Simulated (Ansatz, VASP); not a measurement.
**Two plane-wave programs on Hg**

```
Hg
1.0
     2.81499    0.00000    0.00000
     0.00000    2.81499    0.00000
     0.00000    0.00000    2.81499
Hg
1
Direct
  0.00000 0.00000 0.00000
```

Alike in both runs: task single point; functional LDA; k mesh 18 × 18 × 18; occupations fermi-dirac, width 0.1 eV; no spin polarisation.

```csv
,VASP,Ansatz
version,VASP 6.6.1,Ansatz 0.2.0
potentials or method,"VASP PAW LDA potentials, release 64 (Hg_sv_GW), cutoff 550 eV","plane waves (420 eV) with PAW, scalar-relativistic"
valence electrons in the cell,20,20
```

|  | VASP | Ansatz | Ansatz less VASP |
| --- | --- | --- | --- |
| pressure (GPa) | 5.9 | 5.8 | -0.12 |

Ansatz warns that its potentials were made for another functional, while VASP's fit it. LDA's correlation is that of Perdew and Zunger in VASP and of Perdew and Wang (1992) in Ansatz.

Spin-orbit coupling is off throughout.
